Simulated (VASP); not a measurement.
# BN in VASP: notebook

The runs below take BN through single point, relaxation of the atoms, with PBE+D3(BJ).

Program: VASP 6.6.1. These are calculated values, not measurements. Logs are shortened: lines on timing, memory, paths and dates and some standing lists are left out, and cuts for length are marked.

### 1 The cell of the first run

The cell holds a slab with vacuum, 6 atoms: a = 2.507 Å, b = 2.507 Å, c = 39.228 Å, α = 90.00°, β = 90.00°, γ = 120.00°.

### 2 Single point, PBE+D3(BJ)

Input file INCAR:

```
PREC = Accurate
ENCUT = 520
EDIFF = 1E-6
ISMEAR = 0
SIGMA = 0.02
LREAL = F
LASPH = T
NELM = 80
ALGO = Normal
ISIF = 2
LWAVE = F
LCHARG = F
LDIPOL = T
IDIPOL = 3
DIPOL = 0.5 0.5 0.500
GGA = PE
IVDW = 12
NBANDS = 21
```

Input file KPOINTS:

```
Automatic mesh
0
Gamma
  12 12 1
```

Input file POSCAR:

```
BN
1.0
    2.5073163162      0.0000000000      0.0000000000
   -1.2536581581      2.1713996252      0.0000000000
    0.0000000000      0.0000000000     39.2282478322
B N
3 3
Direct
    0.6666666667      0.3333333333      0.4149718104
    0.3333333333      0.6666666667      0.5000000000
    0.6666666667      0.3333333333      0.5850281896
    0.3333333333      0.6666666667      0.4149299514
    0.6666666667      0.3333333333      0.5000000000
    0.3333333333      0.6666666667      0.5850700486
```

Potentials or basis: VASP PAW PBE potentials, release 64 (B, N).

Started as:

```console
> cat potpaw_PBE.64/B/POTCAR potpaw_PBE.64/N/POTCAR > POTCAR
> mpirun -np 1 vasp_std > vasp.out
```

OUTCAR:

```text
PREC = Accurate
   ENCUT = 520
   EDIFF = 1E-6
   ISMEAR = 0
   LREAL = F
   LASPH = T
   NELM = 80
   ISIF = 2
   GGA = PE
   IVDW = 12
 IVDW          = 12

 ion  position               nearest neighbor table
   1  0.667  0.333  0.415-   4 1.45   4 1.45   4 1.45
   2  0.333  0.667  0.500-   5 1.45   5 1.45   5 1.45
   3  0.667  0.333  0.585-   6 1.45   6 1.45   6 1.45
   4  0.333  0.667  0.415-   1 1.45   1 1.45   1 1.45
   5  0.667  0.333  0.500-   2 1.45   2 1.45   2 1.45
   6  0.333  0.667  0.585-   3 1.45   3 1.45   3 1.45

  LATTYP: Found a hexagonal cell.
 ALAT       =     2.5073163162
 C/A-ratio  =    15.6455121273

  Lattice vectors:

 A1 = (   2.5073163162,   0.0000000000,   0.0000000000)
 A2 = (  -1.2536581581,   2.1713996252,   0.0000000000)
 A3 = (   0.0000000000,   0.0000000000,  39.2282478322)

Analysis of symmetry for initial positions (statically):
=====================================================================
 Subroutine PRICEL returns:
 Original cell was already a primitive cell.

 Routine SETGRP: Setting up the symmetry group for a
 hexagonal supercell.

 Subroutine GETGRP returns: Found 12 space group operations
 (whereof 12 operations were pure point group operations)
 out of a pool of 24 trial point group operations.

The static configuration has the point symmetry D_3h.

Analysis of symmetry for dynamics (positions and initial velocities):
=====================================================================
 Subroutine PRICEL returns:
 Original cell was already a primitive cell.

 Routine SETGRP: Setting up the symmetry group for a
 hexagonal supercell.

 Subroutine GETGRP returns: Found 12 space group operations
 (whereof 12 operations were pure point group operations)
 out of a pool of 24 trial point group operations.

The dynamic configuration has the point symmetry D_3h.

 Subroutine INISYM returns: Found 12 space group operations
 (whereof 12 operations are pure point group operations),
 and found     1 'primitive' translations

----------------------------------------------------------------------------------------

                                     Primitive cell

  volume of cell :     213.5737

  direct lattice vectors                    reciprocal lattice vectors
     2.507316316  0.000000000  0.000000000     0.398832805  0.230266227  0.000000000
    -1.253658158  2.171399625  0.000000000     0.000000000  0.460532455  0.000000000
     0.000000000  0.000000000 39.228247832     0.000000000  0.000000000  0.025491834

  length of vectors
     2.507316316  2.507316316 39.228247832     0.460532455  0.460532455  0.025491834

  position of ions in fractional coordinates (direct lattice)
     0.666666667  0.333333333  0.414971810
     0.333333333  0.666666667  0.500000000
     0.666666667  0.333333333  0.585028190
     0.333333333  0.666666667  0.414929951
     0.666666667  0.333333333  0.500000000
     0.333333333  0.666666667  0.585070049

  ion indices of the primitive-cell ions
   primitive index   ion index
                 1           1
                 2           2
                 3           3
                 4           4
                 5           5
                 6           6

----------------------------------------------------------------------------------------

 KPOINTS: Automatic mesh

Automatic generation of k-mesh.
 Grid dimensions read from file:
 generate k-points for:   12   12    1

 Generating k-lattice:

  Cartesian coordinates                     Fractional coordinates (reciprocal lattice)
     0.033236067  0.019188852  0.000000000     0.083333333  0.000000000  0.000000000
     0.000000000  0.038377705  0.000000000     0.000000000  0.083333333  0.000000000
     0.000000000  0.000000000  0.025491834     0.000000000  0.000000000  1.000000000

  Length of vectors
     0.038377705  0.038377705  0.025491834

  Shift w.r.t. Gamma in fractional coordinates (k-lattice)
     0.000000000  0.000000000  0.000000000

 Subroutine IBZKPT returns following result:
 ===========================================

 Found     19 irreducible k-points:

 Following reciprocal coordinates:
            Coordinates               Weight
  0.000000  0.000000  0.000000      1.000000
  0.083333 -0.000000  0.000000      6.000000
  0.166667  0.000000  0.000000      6.000000
  0.250000 -0.000000  0.000000      6.000000
  0.333333  0.000000  0.000000      6.000000
  0.416667  0.000000  0.000000      6.000000
[... 11 lines left out ...]
  0.333333  0.250000  0.000000     12.000000
  0.333333  0.333333  0.000000      2.000000
   k-points           NKPTS =     19   k-points in BZ     NKDIM =     19   number of bands    NBANDS=     21
   number of dos      NEDOS =    301   number of ions     NIONS =      6
   total plane-waves  NPLWV = 117600
   dimension x,y,z NGX =    20 NGY =   20 NGZ =  294
   dimension x,y,z NGXF=    40 NGYF=   40 NGZF=  588
   ions per type =               3   3
   NGX,Y,Z   is equivalent  to a cutoff of  13.26, 13.26, 12.46 a.u.
   NGXF,Y,Z  is equivalent  to a cutoff of  26.52, 26.52, 24.92 a.u.
 SYSTEM =  unknown system
   PREC   = accura    normal or accurate (medium, high low for compatibility)
   ISTART =      0    job   : 0-new  1-cont  2-samecut
   ICHARG =      2    charge: 1-file 2-atom 10-const
   ISPIN  =      1    spin polarized calculation?
   LNONCOLLINEAR =      F non collinear calculations
   LSORBIT =      F    spin-orbit coupling
   LASPH  =      T    aspherical Exc in radial PAW
   ENCUT  =  520.0 eV  38.22 Ry    6.18 a.u.   4.66  4.66 72.94*2*pi/ulx,y,z
   NELM   =     80;   NELMIN=  2; NELMDL= -5     # of ELM steps
   EDIFF  = 0.1E-05   stopping-criterion for ELM
   LREAL  =      F    real-space projection
   EDIFFG = 0.1E-04   stopping-criterion for IOM
   NSW    =      0    number of steps for IOM
   IBRION =     -1    ionic relax: 0-MD 1-quasi-New 2-CG
   NFREE  =      0    steps in history (QN), initial steepest desc. (CG)
   ISIF   =      2    stress and relaxation
   ISYM   =      2    0-nonsym 1-usesym 2-fastsym
   POTIM  = 0.5000    time-step for ionic-motion
   TEBEG  =    0.0;   TEEND  =   0.0 temperature during run
   PSTRESS=    0.0 pullay stress
   NELECT =      24.0000    total number of electrons
   NUPDOWN=      -1.0000    fix difference up-down
   EMIN   =  10.00;   EMAX   =-10.00  energy-range for DOS
   EFERMI =   0.00;   METHOD = LEGACY
   ISMEAR =     0;   SIGMA  =   0.02  broadening in eV -4-tet -1-fermi 0-gaus
   EFERMI_NEDOS =   21; number of points for ismear=-14 and -15
   IALGO  =     38    algorithm
   IMIX   =      4    mixing-type and parameters
     AMIX     =   0.40;   BMIX     =  1.00
     AMIX_MAG =   1.60;   BMIX_MAG =  1.00
  volume/ion in A,a.u.               =      35.60       240.21
  Fermi-wavevector in a.u.,A,eV,Ry     =   0.790004  1.492891  8.491483  0.624106
  Thomas-Fermi vector in A             =   1.895259
   LORBIT       =      0    0 simple, 1 ext, 2 COOP (PROOUT), +10 PAW based schemes
   GGA     = PE    functional components
   LHFCALC =     F    Hartree Fock is set to
   AEXX    =    0.0000 exact exchange contribution
   IVDW    =    12    specifies the selected vdW correction
   LEPSILON=     F    determine dielectric tensor
   LRPA    =     F    only Hartree local field effects (RPA)
 non-spin polarized calculation
 Gauss-broadening in eV      SIGMA  =   0.02
  energy-cutoff  :      520.00
  volume of cell :      213.57
 maximum number of plane-waves:      5803
 NGX is ok and might be reduce to    20
   NGX =  9   NGY =  9   NGZ =145

 number of electron      23.9999997 magnetization

 dipolmoment           0.000000      0.000000      0.000000 electrons x Angstroem

 Free energy of the ion-electron system (eV)
  ---------------------------------------------------
  ext. energy  EPLUGINS =         0.00000000
  ---------------------------------------------------
  free energy    TOTEN  =       -52.75812382 eV

  energy without entropy =      -52.75812382  energy(sigma->0) =      -52.75812382

 E-fermi :  -3.6343     XC(G=0):  -2.8102

 val. band max:       -3.7839410508   @ k =   0.3333   0.3333   0.0000
 cond. band min:       0.5772927309   @ k =   0.5000  -0.0000   0.0000
 fundamental gap:      4.3612337818
 Fermi energy:        -3.6343415286

 k-point     1 :       0.0000    0.0000    0.0000
  band No.  band energies     occupation
      1     -21.5361      2.00000
      2     -21.4240      2.00000
      3     -21.3333      2.00000
      4      -9.7171      2.00000
      5      -9.0243      2.00000
      6      -8.2600      2.00000
[... 13 lines left out ...]
     20       3.5467      0.00000
     21       3.7462      0.00000

 k-point     2 :       0.0833   -0.0000    0.0000
  band No.  band energies     occupation
      1     -21.4011      2.00000
      2     -21.2907      2.00000
      3     -21.2015      2.00000
      4      -9.5332      2.00000
      5      -8.8462      2.00000
      6      -8.0893      2.00000
[... 13 lines left out ...]
     20       3.7565      0.00000
     21       3.9652      0.00000

 k-point     3 :       0.1667    0.0000    0.0000
  band No.  band energies     occupation
      1     -21.0038      2.00000
      2     -20.8981      2.00000
      3     -20.8137      2.00000
      4      -8.9895      2.00000
      5      -8.3240      2.00000
      6      -7.5942      2.00000
[... 13 lines left out ...]
     20       4.3573      0.00000
     21       4.5855      0.00000
[... 337 lines left out ...]
 k-point    18 :       0.3333    0.2500    0.0000
  band No.  band energies     occupation
      1     -17.9970      2.00000
      2     -17.9606      2.00000
      3     -17.9466      2.00000
      4     -11.9250      2.00000
      5     -11.8803      2.00000
      6     -11.8570      2.00000
[... 13 lines left out ...]
     20       9.5901      0.00000
     21       9.8450      0.00000

 k-point    19 :       0.3333    0.3333    0.0000
  band No.  band energies     occupation
      1     -17.7897      2.00000
      2     -17.7677      2.00000
      3     -17.7675      2.00000
      4     -11.7308      2.00000
      5     -11.6636      2.00000
      6     -11.6184      2.00000
[... 13 lines left out ...]
     20       9.7808      0.00000
     21       9.8636      0.00000

------------------------ aborting loop because EDIFF is reached ----------------------------------------

 vacuum level on the upper side and lower side of the slab       (xc-potential included)        -0.010        -0.010

 Edisp (eV)   -0.70044

 E8    (eV) :    -0.2124

  FORCE on cell =-STRESS in cart. coord.  units (eV):
  Direction    XX          YY          ZZ          XY          YZ          ZX
  --------------------------------------------------------------------------------------
  -------------------------------------------------------------------------------------
  Total       0.06141     0.06141    -0.05048     0.00000     0.00000     0.00000
  in kB       0.46066     0.46066    -0.37866     0.00000     0.00000     0.00000
  external pressure =        0.18 kB  Pullay stress =        0.00 kB

 VOLUME and BASIS-vectors are now :
 -----------------------------------------------------------------------------
  energy-cutoff  :      520.00
  volume of cell :      213.57
      direct lattice vectors                 reciprocal lattice vectors
     2.507316316  0.000000000  0.000000000     0.398832805  0.230266227  0.000000000
    -1.253658158  2.171399625  0.000000000     0.000000000  0.460532455  0.000000000
     0.000000000  0.000000000 39.228247832     0.000000000  0.000000000  0.025491834

 POSITION                                       TOTAL-FORCE (eV/Angst)
 -----------------------------------------------------------------------------------
      1.25366      0.72380     16.27862        -0.000000     -0.000000     -0.000593
     -0.00000      1.44760     19.61412         0.000000      0.000000      0.000000
      1.25366      0.72380     22.94963        -0.000000     -0.000000      0.000593
     -0.00000      1.44760     16.27697         0.000000      0.000000     -0.000170
      1.25366      0.72380     19.61412        -0.000000      0.000000      0.000000
     -0.00000      1.44760     22.95127         0.000000      0.000000      0.000170
 -----------------------------------------------------------------------------------
    total drift:                                0.000000     -0.000000     -0.000000

  FREE ENERGIE OF THE ION-ELECTRON SYSTEM (eV)
  ---------------------------------------------------
  free  energy   TOTEN  =       -53.4585636277 eV

  energy  without entropy=      -53.4585636277  energy(sigma->0) =      -53.45856363

 vacuum level on the upper side and lower side of the slab         2.053         2.053
```

It took 4.4 min on 1 thread of AMD EPYC 7R13, shared host; peak memory 0.33 GiB.

What came out:

| Item | Value |
| --- | --- |
| Free energy | -53.4586 eV |
| Band gap on the k mesh | 4.36 eV, indirect (least direct gap 4.66 eV) |
| Dispersion energy per atom | -0.117 eV |

Levels at points of the mesh, in eV from the valence-band top:
| k point | band 9 | band 10 | band 11 | band 12 | band 13 | band 14 | band 15 | band 16 |
| --- | --- | --- | --- | --- | --- | --- | --- | --- |
| (0.00, 0.00, 0.00) | -1.33 | -1.33 | -1.33 | -1.33 | 4.87 | 5.14 | 5.82 | 5.97 |
| (0.50, 0.00, 0.00) | -4.10 | -1.29 | -0.91 | -0.58 | 4.36 | 4.76 | 5.31 | 9.58 |

### 3 Single point, PBE+D3(BJ)

Input file INCAR:

```
SYSTEM = BN
ALGO = Normal
DIPOL = 0.5 0.5 0.500
EDIFF = 1E-6
ENCUT = 520
GGA = PE
IDIPOL = 3
ISIF = 2
ISMEAR = 0
IVDW = 12
LASPH = .True.
LCHARG = .True.
LDIPOL = .True.
LELF = .True.
LREAL = .False.
LVACPOTAV = .True.
LVHAR = .True.
LWAVE = .False.
NBANDS = 21
NELM = 100
PREC = Accurate
SIGMA = 0.02
```

Input file KPOINTS:

```
k-points
0
Gamma
  12 12 1
  0 0 0
```

Input file POSCAR:

```
BN
1.0
    2.5064254139      0.0000000000      0.0000000000
   -1.2532127069      2.1706280811      0.0000000000
    0.0000000000      0.0000000000     39.2282478322
B N
3 3
Direct
    0.6666666667      0.3333333333      0.4156969240
    0.3333333333      0.6666666667      0.5000000000
    0.6666666667      0.3333333333      0.5843030760
    0.3333333333      0.6666666667      0.4156969240
    0.6666666667      0.3333333333      0.5000000000
    0.3333333333      0.6666666667      0.5843030760
```

Potentials or basis: VASP PAW PBE potentials, release 64 (B, N).

Started as:

```console
> cat potpaw_PBE.64/B/POTCAR potpaw_PBE.64/N/POTCAR > POTCAR
> mpirun -np 1 vasp_std > vasp.out
```

Run time: 5.4 min. Hardware: 1 thread of AMD EPYC 7R13, shared host; peak memory 0.33 GiB.

Results (log left out):

```yaml
Free_energy: -53.4581 eV
Largest_force: 0.030 eV/Å
Band_gap_on_the_k_mesh: 4.35 eV, indirect (least direct gap 4.66 eV)
Dispersion_energy_per_atom: -0.118 eV
```

Forces on the atoms (eV/Å):
```
B    0.000  0.000  0.020
B    0.000  0.000  0.000
B    0.000  0.000 -0.020
N    0.000  0.000 -0.030
N    0.000  0.000  0.000
N    0.000  0.000  0.030
```

Levels at points of the mesh, in eV from the valence-band top:
```csv
k point,band 9,band 10,band 11,band 12,band 13,band 14,band 15,band 16
"(0.00, 0.00, 0.00)",-1.33,-1.33,-1.32,-1.32,4.88,5.14,5.82,5.98
"(0.50, 0.00, 0.00)",-4.10,-1.30,-0.91,-0.56,4.35,4.76,5.34,9.60
```

### 4 Single point, PBE+D3(BJ)

This run uses another cell than the first one, of 19.60 Å³/atom, 0.551 times its volume.

Input file INCAR:

```
PREC     = Accurate       # precision mode
ENCUT    = 520            # plane-wave cutoff, eV
EDIFF    = 1E-6           # SCF threshold, eV
ISMEAR   = 0              # smearing method
SIGMA    = 0.05           # smearing width, eV
LREAL    = F              # projectors in reciprocal space
LASPH    = T              # aspherical terms in the spheres
NELM     = 100            # most SCF steps
ALGO     = Normal         # electronic algorithm
ISIF     = 2              # what is computed and relaxed
LWAVE    = F              # write WAVECAR
LCHARG   = F              # write CHGCAR
LDIPOL   = T            
IDIPOL   = 3            
DIPOL    = 0.5 0.5 0.500
GGA      = PE             # functional
IVDW     = 12             # dispersion correction
NBANDS   = 21             # bands
```

Input file KPOINTS:

```
Automatic mesh
0
Gamma
  12 12 1
```

Input file POSCAR:

```
BN
1.0
    2.5064254169      0.0000000000      0.0000000000
   -1.2532127085      2.1706280837      0.0000000000
    0.0000000000      0.0000000000     21.6141240277
B N
3 3
Direct
    0.3333333333      0.6666666667      0.3469953254
    0.6666666667      0.3333333333      0.5000000000
    0.3333333333      0.6666666667      0.6530046746
    0.6666666667      0.3333333333      0.3469953254
    0.3333333333      0.6666666667      0.5000000000
    0.6666666667      0.3333333333      0.6530046746
```

Started as:

```console
> cat potpaw_PBE.64/B/POTCAR potpaw_PBE.64/N/POTCAR > POTCAR
> mpirun -np 1 vasp_std > vasp.out
```

It used 180 s of CPU time on 1 thread of AMD EPYC 7R13 Processor (Zen 3) (shared host).

The run converged. Its results:

| Quantity | Value |
| --- | --- |
| Free energy | -53.4589 eV |
| Largest force | 0.030 eV/Å |
| Band gap on the k mesh | 4.35 eV, indirect (least direct gap 4.66 eV) |
| Dispersion energy per atom | -0.118 eV |

Forces in eV/Å, atoms in the order of the input:
```
B    0.000  0.000  0.020
B    0.000  0.000  0.000
B    0.000  0.000 -0.020
N    0.000  0.000 -0.030
N    0.000  0.000  0.000
N    0.000  0.000  0.030
```

Levels at points of the mesh, in eV from the valence-band top:
```tsv
k point	band 10	band 11	band 12	band 13	band 14	band 15
(0.00, 0.00, 0.00)	-1.33	-1.32	-1.32	4.87	5.17	6.05
(0.50, 0.00, 0.00)	-1.30	-0.91	-0.56	4.35	4.76	5.34
```

### 5 Single point, PBE+D3(BJ)

This run uses another cell than the first one, of 19.60 Å³/atom, 0.551 times its volume.

Input file INCAR:

```
ALGO = Normal
DIPOL = 0.5 0.5 0.500
EDIFF = 1E-6
ENCUT = 520
GGA = PE
IDIPOL = 3
ISIF = 2
ISMEAR = 0
IVDW = 12
LASPH = T
LCHARG = F
LDIPOL = T
LREAL = F
LWAVE = F
NBANDS = 21
NELM = 100
PREC = Accurate
SIGMA = 0.05
```

Input file KPOINTS:

```
k-points
0
Gamma
  12 12 1
```

Input file POSCAR:

```
BN
1.0
    2.5064254169      0.0000000000      0.0000000000
   -1.2532127085      2.1706280837      0.0000000000
    0.0000000000      0.0000000000     21.6141240277
B N
3 3
Direct
    0.3333333333      0.6666666667      0.3450562610
    0.6666666667      0.3333333333      0.5000001013
    0.3333333333      0.6666666667      0.6549436253
    0.6666666667      0.3333333333      0.3449409991
    0.3333333333      0.6666666667      0.5000001117
    0.6666666667      0.3333333333      0.6550589016
```

Started as:

```console
> cat potpaw_PBE.64/B/POTCAR potpaw_PBE.64/N/POTCAR > POTCAR
> mpirun -np 1 vasp_std > vasp.out
```

It used 230 s of CPU time on 1 thread of AMD EPYC 7R13 Processor (Zen 3), on a shared host.

Results (log left out):

```yaml
Free_energy: -53.4592 eV
Largest_force: 0.015 eV/Å
Band_gap_on_the_k_mesh: 4.37 eV, indirect (least direct gap 4.66 eV)
Dispersion_energy_per_atom: -0.117 eV
```

Forces on the atoms (eV/Å):
```
B    0.000  0.000 -0.012
B    0.000  0.000  0.000
B    0.000  0.000  0.012
N    0.000  0.000  0.015
N    0.000  0.000  0.000
N    0.000  0.000 -0.015
```

Levels at points of the mesh, in eV from the valence-band top:
```csv
k point,band 10,band 11,band 12,band 13,band 14,band 15
"(0.00, 0.00, 0.00)",-1.33,-1.33,-1.33,4.86,5.17,6.02
"(0.50, 0.00, 0.00)",-1.28,-0.91,-0.59,4.37,4.76,5.30
```

[end of part 1 of 2]
